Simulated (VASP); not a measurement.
# BN (Cm) in VASP: notebook

Runs on BN. Level: PBE+D3(BJ). Tasks: single point, relaxation of cell and atoms.

Everything below comes from runs of VASP 6.6.1. Logs are shortened: lines on timing, memory, paths and dates and some standing lists are left out, and cuts for length are marked.

### 1 The cell of the first run

Symmetry: Cm, No. 8, monoclinic system. The conventional cell has a = 4.341 Å, b = 2.506 Å, c = 3.606 Å, α = 90.00°, β = 114.07°, γ = 90.00°. Within 1.9 Å of B (site symmetry m) lie 3 N at 1.45 Å. N (site symmetry m) has 3 B at 1.45 Å within 1.9 Å.

### 2 Single point, PBE+D3(BJ)

The input, INCAR:

```
SYSTEM = BN
ALGO = Normal ; EDIFF = 1E-6
ENCUT = 600 ; GGA = PE
GGA_COMPAT = .FALSE. ; ISIF = 2
ISMEAR = 0 ; IVDW = 12
LASPH = .TRUE. ; LCHARG = .FALSE.
LREAL = .FALSE. ; LWAVE = .FALSE.
NBANDS = 11 ; NELM = 120
PREC = Accurate ; SIGMA = 0.02
```

The input, KPOINTS:

```
k-points
0
G
  12 12 12
  0 0 0
```

The input, POSCAR:

```
BN
1.0
    2.4956027930      0.0019051863     -0.2292995760
   -1.2388460378      2.1664037312      0.2292802756
   -0.9294707483     -0.9096230906      3.3482222905
B N
1 1
Direct
    0.9910417491      0.9914240763     -0.0061484228
    0.6571072509      0.3244599237      0.9929534228
```

Potentials or basis: VASP PAW PBE potentials, release 64 (B, N).

Run with:

```bash
$ cat potpaw_PBE.64/B/POTCAR potpaw_PBE.64/N/POTCAR > POTCAR
$ mpirun -np 1 vasp_std > vasp.out
```

OUTCAR:

```text
SYSTEM = BN
   EDIFF = 1E-6
   ENCUT = 600
   GGA = PE
   ISIF = 2
   ISMEAR = 0
   IVDW = 12
   LASPH = .TRUE.
   LREAL = .FALSE.
   NELM = 120
   PREC = Accurate
 IVDW          = 12

 ion  position               nearest neighbor table
   1  0.991  0.991  0.994-   2 1.45   2 1.45   2 1.45
   2  0.657  0.324  0.993-   1 1.45   1 1.45   1 1.45

  LATTYP: Found a base centered monoclinic cell.
 ALAT       =     4.3406747749
 B/A-ratio  =     0.5773739525
 C/A-ratio  =     0.8307836037
 COS(beta)  =    -0.4077843232

  Lattice vectors:

 A1 = (  -1.2388460378,   2.1664037312,   0.2292802756)
 A2 = (  -2.4956027930,  -0.0019051863,   0.2292995760)
 A3 = (   1.5661320447,  -0.9077179043,   3.1189227145)

Analysis of symmetry for initial positions (statically):
=====================================================================
 Subroutine PRICEL returns:
 Original cell was already a primitive cell.

 Routine SETGRP: Setting up the symmetry group for a
 base centered monoclinic supercell.

 Subroutine GETGRP returns: Found  2 space group operations
 (whereof  1 operations were pure point group operations)
 out of a pool of  4 trial point group operations.

The static configuration has the point symmetry C_1 .
 The point group associated with its full space group is C_1h.

Analysis of symmetry for dynamics (positions and initial velocities):
=====================================================================
 Subroutine PRICEL returns:
 Original cell was already a primitive cell.

 Routine SETGRP: Setting up the symmetry group for a
 base centered monoclinic supercell.

 Subroutine GETGRP returns: Found  2 space group operations
 (whereof  1 operations were pure point group operations)
 out of a pool of  4 trial point group operations.

The dynamic configuration has the point symmetry C_1 .
 The point group associated with its full space group is C_1h.

 Subroutine INISYM returns: Found  2 space group operations
 (whereof  1 operations are pure point group operations),
 and found     1 'primitive' translations

----------------------------------------------------------------------------------------

                                     Primitive cell

  volume of cell :      17.9100

  direct lattice vectors                    reciprocal lattice vectors
     2.495602793  0.001905186 -0.229299576     0.416648370  0.219700120  0.175348804
    -1.238846038  2.166403731  0.229280276     0.011289645  0.454646522  0.126649407
    -0.929470748 -0.909623091  3.348222290     0.027760642 -0.016087443  0.302001811

[... 92 lines left out ...]
   TEBEG  =    0.0;   TEEND  =   0.0 temperature during run
   PSTRESS=    0.0 pullay stress
   NELECT =       8.0000    total number of electrons
   NUPDOWN=      -1.0000    fix difference up-down
   EMIN   =  10.00;   EMAX   =-10.00  energy-range for DOS
   EFERMI =   0.00;   METHOD = LEGACY
   ISMEAR =     0;   SIGMA  =   0.02  broadening in eV -4-tet -1-fermi 0-gaus
   EFERMI_NEDOS =   21; number of points for ismear=-14 and -15
   IALGO  =     38    algorithm
   IMIX   =      4    mixing-type and parameters
     AMIX     =   0.40;   BMIX     =  1.00
     AMIX_MAG =   1.60;   BMIX_MAG =  1.00
  volume/ion in A,a.u.               =       8.95        60.43
  Fermi-wavevector in a.u.,A,eV,Ry     =   1.251430  2.364860 21.307770  1.566077
  Thomas-Fermi vector in A             =   2.385378
   LORBIT       =      0    0 simple, 1 ext, 2 COOP (PROOUT), +10 PAW based schemes
   GGA     = PE    functional components
   LHFCALC =     F    Hartree Fock is set to
   AEXX    =    0.0000 exact exchange contribution
   IVDW    =    12    specifies the selected vdW correction
   LEPSILON=     F    determine dielectric tensor
   LRPA    =     F    only Hartree local field effects (RPA)
 non-spin polarized calculation
 Gauss-broadening in eV      SIGMA  =   0.02
  energy-cutoff  :      600.00
  volume of cell :       17.91
 maximum number of plane-waves:       611
   NGX =  9   NGY =  9   NGZ = 15

 number of electron       8.0000000 magnetization

 Free energy of the ion-electron system (eV)
  ---------------------------------------------------
  ext. energy  EPLUGINS =         0.00000000
  ---------------------------------------------------
  free energy    TOTEN  =       -17.57803293 eV

  energy without entropy =      -17.57803293  energy(sigma->0) =      -17.57803293

 E-fermi :   2.4451     XC(G=0): -10.1292

 val. band max:        2.3056409040   @ k =   0.3333   0.3333   0.0833
 cond. band min:       6.4977191604   @ k =   0.5000   0.5000   0.5000
 fundamental gap:      4.1920782564
 Fermi energy:         2.4451132138

 k-point     1 :       0.0000    0.0000    0.0000
  band No.  band energies     occupation
      1     -15.4681      2.00000
      2      -1.7101      2.00000
      3       1.0191      2.00000
      4       1.0197      2.00000
      5       7.6201      0.00000
      6      13.9540      0.00000
      7      13.9592      0.00000
      8      15.4389      0.00000
      9      17.0965      0.00000
     10      28.2017      0.00000
     11      30.7894      0.00000
[... 309 lines left out ...]
 k-point    24 :       0.3333    0.1667    0.0000
  band No.  band energies     occupation
      1     -12.3055      2.00000
      2      -5.6578      2.00000
      3      -3.0011      2.00000
      4       1.0983      2.00000
      5       7.4235      0.00000
      6      13.9609      0.00000
      7      15.7908      0.00000
      8      19.0768      0.00000
      9      20.7547      0.00000
     10      23.7043      0.00000
     11      26.1650      0.00000

 [... further k-points ...]

------------------------ aborting loop because EDIFF is reached ----------------------------------------

 Edisp (eV)   -0.28480

 E8    (eV) :    -0.0835

  FORCE on cell =-STRESS in cart. coord.  units (eV):
  Direction    XX          YY          ZZ          XY          YZ          ZX
  --------------------------------------------------------------------------------------
  -------------------------------------------------------------------------------------
  Total      -0.00456    -0.00298    -0.02440     0.00138     0.00311    -0.00537
  in kB      -0.40783    -0.26643    -2.18235     0.12341     0.27855    -0.48034
  external pressure =       -0.95 kB  Pullay stress =        0.00 kB

 VOLUME and BASIS-vectors are now :
 -----------------------------------------------------------------------------
  energy-cutoff  :      600.00
  volume of cell :       17.91
      direct lattice vectors                 reciprocal lattice vectors
     2.495602793  0.001905186 -0.229299576     0.416648370  0.219700120  0.175348804
    -1.238846038  2.166403731  0.229280276     0.011289645  0.454646522  0.126649407
    -0.929470748 -0.909623091  3.348222290     0.027760642 -0.016087443  0.302001811

 POSITION                                       TOTAL-FORCE (eV/Angst)
 -----------------------------------------------------------------------------------
      0.32127      1.24568      3.32770         0.000103     -0.000059     -0.000110
      0.31500     -0.19905      3.24835        -0.000103      0.000059      0.000110
 -----------------------------------------------------------------------------------
    total drift:                                0.000086      0.000380      0.000016

  FREE ENERGIE OF THE ION-ELECTRON SYSTEM (eV)
  ---------------------------------------------------
  free  energy   TOTEN  =       -17.8628377260 eV

  energy  without entropy=      -17.8628377260  energy(sigma->0) =      -17.86283773
```

stdout:

```text
POSCAR found type information on POSCAR B N
 POSCAR found :  2 types and       2 ions
 scaLAPACK will be used
 LDA part: xc-table for (Slater+PW92), standard interpolation
 POSCAR, INCAR and KPOINTS ok, starting setup
 FFT: planning ... GRIDC
 FFT: planning ... GRID_SOFT
 FFT: planning ... GRID
 WAVECAR not read
 entering main loop
```

Wall time 58 s (1 thread of Intel Xeon 6975P-C, shared host); peak memory 0.23 GiB.

What came out:

```yaml
Free_energy: -17.8628 eV
Pressure: -0.1 GPa
Band_gap_on_the_k_mesh: 4.19 eV, indirect (least direct gap 4.68 eV)
Dispersion_energy_per_atom: -0.142 eV
```

Stress tensor (GPa, compression positive):
```
-0.04  0.01 -0.05
 0.01 -0.03  0.03
-0.05  0.03 -0.22
```

Levels at points of the mesh, in eV from the valence-band top:
| k point | band 1 | band 2 | band 3 | band 4 | band 5 | band 6 | band 7 | band 8 |
| --- | --- | --- | --- | --- | --- | --- | --- | --- |
| (0.00, 0.00, 0.00) | -17.77 | -4.02 | -1.29 | -1.29 | 5.31 | 11.65 | 11.65 | 13.13 |
| (0.50, 0.00, 0.00) | -14.50 | -8.78 | -4.12 | -1.20 | 4.24 | 9.85 | 14.39 | 17.86 |
| (0.00, 0.50, 0.00) | -14.58 | -8.92 | -4.05 | -0.56 | 5.29 | 9.93 | 13.20 | 15.28 |
| (0.50, 0.50, 0.00) | -14.58 | -8.93 | -4.05 | -0.53 | 5.36 | 9.91 | 13.14 | 15.19 |
| (0.00, 0.00, 0.50) | -17.46 | -6.21 | -1.31 | -1.31 | 10.37 | 11.56 | 11.57 | 12.31 |
| (0.50, 0.50, 0.50) | -14.49 | -8.77 | -4.12 | -1.23 | 4.19 | 9.86 | 14.45 | 17.99 |

A k mesh can miss the band edges. As with any semilocal functional, this PBE gap is likely too small.

### 3 Relaxation of cell and atoms, PBE+D3(BJ), target pressure 16 GPa, at which the enthalpy is minimised

The input, INCAR:

```
  PREC = Accurate
  ENCUT = 600
  EDIFF = 1E-7
  ISMEAR = 0
  SIGMA = 0.01
  LREAL = F
  LASPH = T
  NELM = 120
  ALGO = Normal
  ISIF = 3
  LWAVE = F
  LCHARG = F
  GGA = PE
  IVDW = 12
  IBRION = 2
  NSW = 80
  EDIFFG = -0.001
  PSTRESS = 160.0
  GGA_COMPAT = F
  NELMIN = 4
```

The input, KPOINTS:

```
Automatic mesh
0
Gamma
  12 12 12
```

The input, POSCAR:

```
BN
1.0
    2.4950430224      0.0021921667     -0.2351082320
   -1.2383183138      2.1660608110      0.2350929314
   -0.9368797319     -0.9052854162      3.3513133621
B N
1 1
Direct
    0.9910387841      0.9914237065     -0.0061515094
    0.6571102159      0.3244602935      0.9929565094
```

Potentials or basis: VASP PAW PBE potentials, release 64 (B, N).

Run with:

```bash
$ cat potpaw_PBE.64/B/POTCAR potpaw_PBE.64/N/POTCAR > POTCAR
$ mpirun -np 1 vasp_std > vasp.out
```

It took 8 min on 1 thread of Intel Xeon 6975P-C, shared host; peak memory 0.22 GiB.

It converged, with:

- Free energy: -17.7403 eV
- Relaxed volume: 7.21 Å³/atom
- Relaxed cell: a = 2.477 Å, b = 2.477 Å, c = 3.067 Å, α = 90.04°, β = 113.77°, γ = 120.00°
- Space group after relaxing (to 0.05 Å): R3m (No. 160)
- Energy change on relaxing (the enthalpy is what falls): +61.3 meV/atom
- Ionic steps: 19
- Pressure after relaxing: 16.0 GPa
- Band gap on the k mesh: 3.65 eV, indirect (least direct gap 4.95 eV)
- Dispersion energy per atom: -0.182 eV

Step by step:
| step | energy change (eV) | largest force (eV/Å) | pressure (GPa) | volume (Å³) |
| --- | --- | --- | --- | --- |
| 1 | 0.0000 | 0.0003 | -0.10 | 17.91 |
| 2 | 0.2565 | 0.0145 | 41.49 | 15.68 |
| 3 | 0.0478 | 0.0059 | 15.82 | 16.88 |
| 4 | 0.0474 | 0.0352 | 15.79 | 16.08 |
| 5 | 0.2333 | 0.3763 | 21.73 | 13.62 |
| 6 | 0.1038 | 0.1602 | 17.56 | 14.67 |
| 7 | 0.1245 | 0.1962 | 18.22 | 14.43 |
| 8 | 0.1294 | 0.2045 | 18.37 | 14.38 |
| 9 | 0.1026 | 0.0457 | 9.33 | 14.68 |
| 10 | 0.1159 | 0.1096 | 14.85 | 14.50 |
| 11 | 0.1205 | 0.0678 | 16.49 | 14.45 |
| 12 | 0.1183 | 0.0034 | 15.85 | 14.47 |
| 13 | 0.1198 | 0.0132 | 15.92 | 14.45 |
| 14 | 0.1214 | 0.0311 | 15.98 | 14.44 |
| 15 | 0.1219 | 0.0140 | 15.99 | 14.43 |
| 16 | 0.1224 | 0.0026 | 16.00 | 14.42 |
| 17 | 0.1224 | 0.0019 | 16.00 | 14.42 |
| 18 | 0.1225 | 0.0014 | 16.00 | 14.42 |
| 19 | 0.1226 | 0.0004 | 16.00 | 14.42 |

Final structure:
```
CELL_PARAMETERS angstrom
2.46601 0.00227 -0.23366
-1.22382 2.14091 0.23364
-0.97812 -0.86464 2.77570
ATOMIC_POSITIONS crystal
B 0.99380 0.99280 0.99798
N 0.65435 0.32308 0.98882
```

Levels at points of the mesh, in eV from the valence-band top:
```csv
k point,band 2,band 3,band 4,band 5,band 6,band 7
"(0.00, 0.00, 0.00)",-2.79,-1.41,-1.41,6.96,11.78,11.78
"(0.50, 0.00, 0.00)",-9.03,-4.54,-1.98,3.66,9.63,16.30
"(0.00, 0.50, 0.00)",-9.55,-4.20,-0.27,5.49,10.71,14.41
"(0.50, 0.50, 0.00)",-9.55,-4.20,-0.26,5.51,10.70,14.40
"(0.00, 0.00, 0.50)",-7.74,-1.54,-1.53,11.47,11.48,12.22
"(0.50, 0.50, 0.50)",-9.03,-4.54,-1.98,3.65,9.63,16.31
```

Caveat: the cell is relaxed towards a set pressure, so the enthalpy falls and the energy may rise; the volume moved by over 15 % at a fixed basis, so the end points are rough.
